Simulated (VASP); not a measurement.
Write the native input for VASP 6.6.1 that does the following.

* Task: single point
* Functional: r2SCAN
* Potentials or basis: VASP PAW PBE potentials, release 64 (Al, N)
* Cutoff: 520 eV
* k mesh: 10 × 10 × 10
* Occupations: gaussian, width 0.05 eV
* Spin: no spin polarisation
* Dipole correction: no
* Further INCAR settings: ALGO = Normal; EDIFF = 1e-07; NBANDS = 11

The system is AlN.

```xyz
2
Lattice="0.0000 2.2504 2.2504 2.2504 0.0000 2.2504 2.2504 2.2504 0.0000" Properties=species:S:1:pos:R:3 pbc="T T T"
Al    0.0000    0.0000    0.0000
N     3.3757    3.3757    3.3757
```

This cell differs from its parent crystal: strain +0.030 along x and y, +0.030 along z.

These files were run (other wordings do the same):

POSCAR

```
AlN
1.0
    0.0000000000      2.2504476450      2.2504476450
    2.2504476450      0.0000000000      2.2504476450
    2.2504476450      2.2504476450      0.0000000000
Al N
1 1
Direct
    0.0000000000      0.0000000000      0.0000000000
    0.7500000000      0.7500000000      0.7500000000
```

INCAR.step1

```
SYSTEM = AlN
PREC = Accurate
ENCUT = 520
ISMEAR = 0
SIGMA = 0.05
LREAL = .FALSE.
LASPH = .TRUE.
NELM = 60
NBANDS = 11
GGA = PE
ALGO = Normal
EDIFF = 1E-4
LWAVE = .TRUE.
LCHARG = .FALSE.
```

INCAR.step2

```
SYSTEM = AlN
PREC = Accurate
ENCUT = 520
EDIFF = 1E-7
ISMEAR = 0
SIGMA = 0.05
LREAL = .FALSE.
LASPH = .TRUE.
NELM = 60
ALGO = Normal
ISIF = 2
LWAVE = .FALSE.
LCHARG = .TRUE.
METAGGA = R2SCAN
LMIXTAU = .TRUE.
LELF = .TRUE.
LVHAR = .TRUE.
NBANDS = 11
ISTART = 1
```

KPOINTS

```
regular mesh
0
G
  10 10 10
  0 0 0
```

Potentials or basis: VASP PAW PBE potentials, release 64 (Al, N).

Launch:

```console
$ cat potpaw_PBE.64/Al/POTCAR potpaw_PBE.64/N/POTCAR > POTCAR
$ cp INCAR.step1 INCAR
$ mpirun -np 1 vasp_std > vasp.out
$ cp INCAR.step2 INCAR
$ mpirun -np 1 vasp_std > vasp.out
```

Results of the run:

The pressure is -16.1 GPa. The band gap on the k mesh is 3.86 eV, indirect (least direct gap 4.08 eV).

Caveat: the cell differs from its parent crystal (strain +0.030 along x and y, +0.030 along z); the PAW data sets were made with another functional, which shifts forces and pressure a little.

Wall time 21 s on 1 thread of Intel(R) Xeon(R) Platinum 8559C (Emerald Rapids), on a shared host, peak memory 0.14 GiB.
